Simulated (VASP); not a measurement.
Crystal: TiBeB.

```
Ti Be B
1.0
     3.27824    0.00000    0.00000
    -1.63912    2.83904    0.00000
     0.00000    0.00000    3.14291
Ti Be B
1 1 1
Direct
  0.33333 0.66667 0.00000
  0.66667 0.33333 0.50000
  0.00000 0.00000 0.50000
```

| Property | Result |
| --- | --- |
| Program | VASP 6.6.1 |
| Task | relaxation of cell and atoms |
| Functional | LDA |
| Potentials or basis | VASP PAW LDA potentials, release 64 (Ti_sv, Be, B) |
| Cutoff | 600 eV |
| k mesh | 11 × 11 × 10 |
| Occupations | fermi-dirac, width 0.05 eV |
| Spin | no spin polarisation |

At the start: pressure -8.4 GPa; volume 9.75 Å³/atom.

Task: How do energy, volume and symmetry change on relaxing?

Result: Over 8 steps the energy falls by 12.2 meV/atom and the volume is 9.31 Å³/atom (-4.5 %); space group P-6m2 (No. 187, to 0.1 Å) before and after.

Step by step:
```tsv
step	energy change (eV)	largest force (eV/Å)	pressure (GPa)	volume (Å³)
1	0.0000	0.0000	-8.45	29.25
2	-0.0211	0.0000	6.13	27.13
3	-0.0361	0.0000	-0.03	27.93
4	-0.0361	0.0000	0.15	27.91
5	-0.0364	0.0000	0.15	27.90
6	-0.0365	0.0000	0.16	27.89
7	-0.0365	0.0000	0.18	27.89
8	-0.0365	0.0000	-0.14	27.93
```

Final structure:
```xyz
3
Lattice="3.2350 0.0000 0.0000 -1.6175 2.8016 0.0000 0.0000 0.0000 3.0822" Properties=species:S:1:pos:R:3 pbc="T T T"
Ti    0.0000    1.8677    0.0000
Be    1.6175    0.9339    1.5411
B     0.0000    0.0000    1.5411
```
